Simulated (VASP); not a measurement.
# PtSe2 (P-3m1) in VASP: relaxation of cell and atoms with PBE+D3(BJ)

Aim: the relaxation of cell and atoms of PtSe2 with PBE+D3(BJ).

Everything below comes from runs of VASP 6.6.1. Logs are shortened: lines on timing, memory, paths and dates and some standing lists are left out, and cuts for length are marked.

### 1 The cell of the first run

It takes space group P-3m1 (No. 164, trigonal). Conventional cell: a = 3.770 Å, b = 3.770 Å, c = 4.824 Å, α = 90.00°, β = 90.00°, γ = 120.00°. Pt (site symmetry -3m) has 6 Se at 2.53 Å within 3.3 Å. Within 3.4 Å of Se (site symmetry 3m) lie 3 Pt at 2.53 Å and 6 Se at 3.14 to 3.36 Å.

### 2 Relaxation of cell and atoms, PBE+D3(BJ)

The input, INCAR:

```
SYSTEM = PtSe2
ALGO     = Fast           ! electronic algorithm
EDIFF    = 1E-6           ! SCF threshold, eV
EDIFFG   = -0.015         ! ionic threshold
ENCUT    = 600            ! plane-wave cutoff, eV
GGA      = PE             ! functional
IBRION   = 2              ! ionic algorithm
ISIF     = 3              ! what is computed and relaxed
ISMEAR   = 0              ! smearing method
IVDW     = 12             ! dispersion correction
LASPH    = .True.         ! aspherical terms in the spheres
LCHARG   = .False.        ! write CHGCAR
LREAL    = .False.        ! projectors in reciprocal space
LWAVE    = .False.        ! write WAVECAR
NELM     = 80             ! most SCF steps
NSW      = 80             ! ionic steps
PREC     = Accurate       ! precision mode
SIGMA    = 0.1            ! smearing width, eV
```

The input, KPOINTS:

```
k-points
0
Gamma
  10 8 6
  0 0 0
```

The input, POSCAR:

```
PtSe2
1.0
   -1.8849486717      3.2648268690      0.0000000000
    0.0000000000      0.0000000000      4.8244874224
    5.6548460150      3.2648268690      0.0000000000
Pt Se
2 4
Direct
    1.0000000000      0.0000000000      0.0000000000
    0.5000000000      0.0000000000      0.5000000000
    0.5000000000      0.2655505501      0.1666666667
    0.0000000000      0.2655505501      0.6666666667
    0.0000000000      0.7344494499      0.3333333333
    0.5000000000      0.7344494499      0.8333333333
```

Potentials or basis: VASP PAW PBE potentials, release 64 (Pt, Se).

Launch:

```
cat potpaw_PBE.64/Pt/POTCAR potpaw_PBE.64/Se/POTCAR > POTCAR
mpirun -np 1 vasp_std > vasp.out
```

OUTCAR:

```text
SYSTEM = PtSe2
   EDIFF = 1E-6
   EDIFFG = -0.015
   ENCUT = 600
   GGA = PE
   IBRION = 2
   ISIF = 3
   ISMEAR = 0
   IVDW = 12
   LASPH = .True.
   LREAL = .False.
   NELM = 80
   NSW = 80
   PREC = Accurate
 IVDW          = 12

 ion  position               nearest neighbor table
   1  0.000  0.000  0.000-   4 2.53   5 2.53   3 2.53   6 2.53   3 2.53   6 2.53
   2  0.500  0.000  0.500-   3 2.53   6 2.53   4 2.53   5 2.53   4 2.53   5 2.53
   3  0.500  0.266  0.167-   2 2.53   1 2.53   1 2.53
   4  0.000  0.266  0.667-   1 2.53   2 2.53   2 2.53
   5  0.000  0.734  0.333-   1 2.53   2 2.53   2 2.53
   6  0.500  0.734  0.833-   2 2.53   1 2.53   1 2.53

  LATTYP: Found a simple orthorhombic cell.
 ALAT       =     3.7698973434
 B/A-ratio  =     1.2797397337
 C/A-ratio  =     1.7320508076

  Lattice vectors:

 A1 = (  -1.8849486717,   3.2648268690,   0.0000000000)
 A2 = (   0.0000000000,   0.0000000000,   4.8244874224)
 A3 = (   5.6548460150,   3.2648268690,   0.0000000000)

Analysis of symmetry for initial positions (statically):
=====================================================================
 Subroutine PRICEL returns following result:

  LATTYP: Found a hexagonal cell.
 ALAT       =     3.7698973433
 C/A-ratio  =     1.2797397337

  Lattice vectors:

 A1 = (   1.8849486717,   3.2648268690,   0.0000000000)
 A2 = (  -3.7698973433,   0.0000000000,   0.0000000000)
 A3 = (   0.0000000000,   0.0000000000,   4.8244874224)

   2 primitive cells build up your supercell.

 Routine SETGRP: Setting up the symmetry group for a
 simple orthorhombic supercell.

 Subroutine GETGRP returns: Found  4 space group operations
 (whereof  4 operations were pure point group operations)
 out of a pool of  8 trial point group operations.

The static configuration has the point symmetry C_2h.

Analysis of symmetry for dynamics (positions and initial velocities):
=====================================================================
 Subroutine PRICEL returns following result:

  LATTYP: Found a hexagonal cell.
 ALAT       =     3.7698973433
 C/A-ratio  =     1.2797397337

  Lattice vectors:

 A1 = (   1.8849486717,   3.2648268690,   0.0000000000)
 A2 = (  -3.7698973433,   0.0000000000,   0.0000000000)
 A3 = (   0.0000000000,   0.0000000000,   4.8244874224)

   2 primitive cells build up your supercell.

 Routine SETGRP: Setting up the symmetry group for a
 simple orthorhombic supercell.

 Subroutine GETGRP returns: Found  4 space group operations
 (whereof  4 operations were pure point group operations)
 out of a pool of  8 trial point group operations.

The dynamic configuration has the point symmetry C_2h.

 Subroutine INISYM returns: Found  4 space group operations
 (whereof  4 operations are pure point group operations),
 and found     2 'primitive' translations

----------------------------------------------------------------------------------------

                                     Primitive cell

  volume of cell :      59.3801

  direct lattice vectors                    reciprocal lattice vectors
     1.884948672  3.264826869  0.000000000     0.000000000  0.306294955  0.000000000
    -3.769897343  0.000000000  0.000000000    -0.265259212  0.153147478  0.000000000
     0.000000000  0.000000000  4.824487422     0.000000000  0.000000000  0.207275906

  length of vectors
     3.769897343  3.769897343  4.824487422     0.306294955  0.306294955  0.207275906

  position of ions in fractional coordinates (direct lattice)
     0.000000000  0.000000000  0.000000000
     0.666666667  0.333333333  0.265550550
     0.333333333  0.666666667  0.734449450

  ion indices of the primitive-cell ions
   primitive index   ion index
                 1           1
                 2           4
                 3           5

----------------------------------------------------------------------------------------

 KPOINTS: k-points

Automatic generation of k-mesh.
 Grid dimensions read from file:
 generate k-points for:   10    8    6

 Generating k-lattice:

  Cartesian coordinates                     Fractional coordinates (reciprocal lattice)
    -0.013262961  0.022972122  0.000000000     0.100000000  0.000000000  0.000000000
     0.000000000  0.000000000  0.025909488     0.000000000  0.125000000  0.000000000
     0.022104934  0.012762290  0.000000000     0.000000000  0.000000000  0.166666667

  Length of vectors
     0.026525921  0.025909488  0.025524580

  Shift w.r.t. Gamma in fractional coordinates (k-lattice)
     0.000000000  0.000000000  0.000000000

 Subroutine IBZKPT returns following result:
 ===========================================

 Found    156 irreducible k-points:

 Following reciprocal coordinates:
            Coordinates               Weight
  0.000000  0.000000  0.000000      1.000000
  0.100000  0.000000 -0.000000      2.000000
  0.200000  0.000000 -0.000000      2.000000
  0.300000  0.000000 -0.000000      2.000000
  0.400000  0.000000 -0.000000      2.000000
  0.500000  0.000000 -0.000000      1.000000
[... 16 lines left out ...]
  0.400000  0.375000 -0.000000      4.000000
  0.500000  0.375000 -0.000000      2.000000
 [... further k-points ...]
   k-points           NKPTS =    156   k-points in BZ     NKDIM =    156   number of bands    NBANDS=     26
   number of dos      NEDOS =    301   number of ions     NIONS =      6
   total plane-waves  NPLWV =  64800
   dimension x,y,z NGX =    30 NGY =   40 NGZ =   54
   dimension x,y,z NGXF=    60 NGYF=   80 NGZF=  108
   ions per type =               2   4
   NGX,Y,Z   is equivalent  to a cutoff of  13.23, 13.78, 13.75 a.u.
   NGXF,Y,Z  is equivalent  to a cutoff of  26.46, 27.57, 27.50 a.u.
 SYSTEM =  PtSe2
   PREC   = accura    normal or accurate (medium, high low for compatibility)
   ISTART =      0    job   : 0-new  1-cont  2-samecut
   ICHARG =      2    charge: 1-file 2-atom 10-const
   ISPIN  =      1    spin polarized calculation?
   LNONCOLLINEAR =      F non collinear calculations
   LSORBIT =      F    spin-orbit coupling
   LASPH  =      T    aspherical Exc in radial PAW
   ENCUT  =  600.0 eV  44.10 Ry    6.64 a.u.   7.53  9.64 13.04*2*pi/ulx,y,z
   NELM   =     80;   NELMIN=  2; NELMDL= -5     # of ELM steps
   EDIFF  = 0.1E-05   stopping-criterion for ELM
   LREAL  =      F    real-space projection
   EDIFFG = -.1E-01   stopping-criterion for IOM
   NSW    =     80    number of steps for IOM
   IBRION =      2    ionic relax: 0-MD 1-quasi-New 2-CG
   NFREE  =      1    steps in history (QN), initial steepest desc. (CG)
   ISIF   =      3    stress and relaxation
   ISYM   =      2    0-nonsym 1-usesym 2-fastsym
   POTIM  = 0.5000    time-step for ionic-motion
   TEBEG  =    0.0;   TEEND  =   0.0 temperature during run
   PSTRESS=    0.0 pullay stress
   NELECT =      44.0000    total number of electrons
   NUPDOWN=      -1.0000    fix difference up-down
   EMIN   =  10.00;   EMAX   =-10.00  energy-range for DOS
   EFERMI =   0.00;   METHOD = LEGACY
   ISMEAR =     0;   SIGMA  =   0.10  broadening in eV -4-tet -1-fermi 0-gaus
   EFERMI_NEDOS =   21; number of points for ismear=-14 and -15
   IALGO  =     68    algorithm
   IMIX   =      4    mixing-type and parameters
     AMIX     =   0.40;   BMIX     =  1.00
     AMIX_MAG =   1.60;   BMIX_MAG =  1.00
  volume/ion in A,a.u.               =      19.79       133.57
  Fermi-wavevector in a.u.,A,eV,Ry     =   1.175805  2.221950 18.810303  1.382518
  Thomas-Fermi vector in A             =   2.312180
   LORBIT       =      0    0 simple, 1 ext, 2 COOP (PROOUT), +10 PAW based schemes
   GGA     = PE    functional components
   LHFCALC =     F    Hartree Fock is set to
   AEXX    =    0.0000 exact exchange contribution
   IVDW    =    12    specifies the selected vdW correction
   LEPSILON=     F    determine dielectric tensor
   LRPA    =     F    only Hartree local field effects (RPA)
 conjugate gradient relaxation of ions
 non-spin polarized calculation
 RMM-DIIS sequential band-by-band and
 Gauss-broadening in eV      SIGMA  =   0.10
  energy-cutoff  :      600.00
  volume of cell :      118.76
 maximum number of plane-waves:      3994
   NGX = 15   NGY = 19   NGZ = 27

 number of electron      44.0000001 magnetization

 Free energy of the ion-electron system (eV)
  ---------------------------------------------------
  ext. energy  EPLUGINS =         0.00000000
  ---------------------------------------------------
  free energy    TOTEN  =       -28.39568368 eV

  energy without entropy =      -28.38774327  energy(sigma->0) =      -28.39171347

 E-fermi :   6.7115     XC(G=0): -10.8259

 val. band max:        6.7103270257   @ k =   0.1000   0.2500   0.1667
 cond. band min:       6.7165395433   @ k =  -0.3000   0.1250  -0.3333
 fundamental gap:      0.0062125176
 Fermi energy:         6.7114957280

 k-point     1 :       0.0000    0.0000    0.0000
  band No.  band energies     occupation
      1      -8.9520      2.00000
      2      -7.1722      2.00000
      3      -6.8988      2.00000
      4      -5.8558      2.00000
      5      -0.4026      2.00000
      6      -0.3896      2.00000
[... 18 lines left out ...]
     25       7.7892      0.00000
     26       9.3857      0.00000

 k-point     2 :       0.1000    0.0000   -0.0000
  band No.  band energies     occupation
      1      -8.8712      2.00000
      2      -7.1476      2.00000
      3      -6.8785      2.00000
      4      -5.9034      2.00000
      5      -0.3440      2.00000
      6      -0.3009      2.00000
[... 18 lines left out ...]
     25       8.2237      0.00000
     26       8.6362      0.00000

 k-point     3 :       0.2000    0.0000   -0.0000
  band No.  band energies     occupation
      1      -8.6368      2.00000
      2      -7.0755      2.00000
      3      -6.8453      2.00000
      4      -6.0343      2.00000
      5      -0.2424      2.00000
      6      -0.0114      2.00000
[... 18 lines left out ...]
     25       7.7388      0.00000
     26       8.5246      0.00000

 k-point     4 :       0.3000    0.0000   -0.0000
  band No.  band energies     occupation
      1      -8.2749      2.00000
      2      -6.9606      2.00000
      3      -6.8746      2.00000
      4      -6.2191      2.00000
      5      -0.1966      2.00000
      6       0.3995      2.00000
[... 18 lines left out ...]
     25       7.4661      0.00000
     26       8.5653      0.00000
[... 496 lines left out ...]
      1      -7.7386      2.00000
      2      -6.9534      2.00000
      3      -6.9138      2.00000
      4      -6.8392      2.00000
      5       0.0673      2.00000
      6       0.2204      2.00000
[... 18 lines left out ...]
     25       8.5485      0.00000
     26       8.7932      0.00000

 k-point    23 :       0.4000    0.3750   -0.0000
  band No.  band energies     occupation
      1      -7.4179      2.00000
      2      -6.9592      2.00000
      3      -6.8708      2.00000
      4      -6.8177      2.00000
      5       0.0907      2.00000
      6       0.1151      2.00000
[... 18 lines left out ...]
     25       8.7033      0.00000
     26       8.8616      0.00000

 k-point    24 :       0.5000    0.3750   -0.0000
  band No.  band energies     occupation
      1      -7.1461      2.00000
      2      -7.1461      2.00000
      3      -6.8104      2.00000
      4      -6.8104      2.00000
      5      -0.0294      2.00000
      6      -0.0294      2.00000
[... 18 lines left out ...]
     25       8.8896      0.00000
     26       8.8897      0.00000

 [... further k-points ...]

------------------------ aborting loop because EDIFF is reached ----------------------------------------

 Edisp (eV)   -2.94152

 E8    (eV) :    -1.2638

  FORCE on cell =-STRESS in cart. coord.  units (eV):
  Direction    XX          YY          ZZ          XY          YZ          ZX
  --------------------------------------------------------------------------------------
  -------------------------------------------------------------------------------------
  Total       0.08453     0.08531    -0.01865    -0.00068    -0.00172    -0.00299
  in kB       1.14034     1.15094    -0.25164    -0.00918    -0.02327    -0.04031
  external pressure =        0.68 kB  Pullay stress =        0.00 kB

 VOLUME and BASIS-vectors are now :
 -----------------------------------------------------------------------------
  energy-cutoff  :      600.00
  volume of cell :      118.76
      direct lattice vectors                 reciprocal lattice vectors
    -1.884948672  3.264826869  0.000000000    -0.132629606  0.229721216  0.000000000
     0.000000000  0.000000000  4.824487422     0.000000000  0.000000000  0.207275906
     5.654846015  3.264826869  0.000000000     0.132629606  0.076573739  0.000000000

 POSITION                                       TOTAL-FORCE (eV/Angst)
 -----------------------------------------------------------------------------------
      0.00000      0.00000      0.00000        -0.000000     -0.000000      0.000000
      1.88495      3.26483      0.00000        -0.000000     -0.000000      0.000000
      0.00000      2.17655      1.28115         0.004962      0.002865      0.000667
      3.76990      2.17655      1.28115         0.004962      0.002865      0.000667
      1.88495      1.08828      3.54334        -0.004962     -0.002865     -0.000667
      3.76990      4.35310      3.54334        -0.004962     -0.002865     -0.000667
 -----------------------------------------------------------------------------------
    total drift:                               -0.000000     -0.000000     -0.000000

  FREE ENERGIE OF THE ION-ELECTRON SYSTEM (eV)
  ---------------------------------------------------
  free  energy   TOTEN  =       -31.3372072295 eV

  energy  without entropy=      -31.3292668178  energy(sigma->0) =      -31.33323702

 reached required accuracy - stopping structural energy minimisation
```

It took 12 min on 1 thread of Oxide Virtual Turin-like, shared host; peak memory 0.6 GiB.

Results:

```
Free energy                  : -31.3372 eV
Pressure after relaxing      : 0.1 GPa
Largest force after relaxing : 0.006 eV/Å
Band gap on the k mesh       : zero (bands 22 and 23 overlap by 0.63 eV)
Dispersion energy per atom   : -0.490 eV
```

Forces in eV/Å, atoms in the order of the input:
```
Pt   0.000  0.000  0.000
Pt   0.000  0.000  0.000
Se   0.005  0.003  0.001
Se   0.005  0.003  0.001
Se  -0.005 -0.003 -0.001
Se  -0.005 -0.003 -0.001
```

Final structure:
```cif
data_structure
_symmetry_space_group_name_H-M 'P 1'
_symmetry_Int_Tables_number 1
_cell_length_a 3.7699
_cell_length_b 4.8245
_cell_length_c 6.5297
_cell_angle_alpha 90.000
_cell_angle_beta 90.000
_cell_angle_gamma 90.000
_cell_volume 118.76
loop_
_atom_site_label
_atom_site_type_symbol
_atom_site_fract_x
_atom_site_fract_y
_atom_site_fract_z
_atom_site_occupancy
Pt1 Pt 0.00000 0.00000 0.00000 1
Pt2 Pt 0.50000 0.00000 0.50000 1
Se1 Se 0.50000 0.26555 0.16667 1
Se2 Se 0.00000 0.26555 0.66667 1
Se3 Se 0.00000 0.73445 0.33333 1
Se4 Se 0.50000 0.73445 0.83333 1
```

Caveat: the relaxation stopped at its first step, so nothing moved; spin-orbit coupling is left out, which moves the levels of the heavy elements.
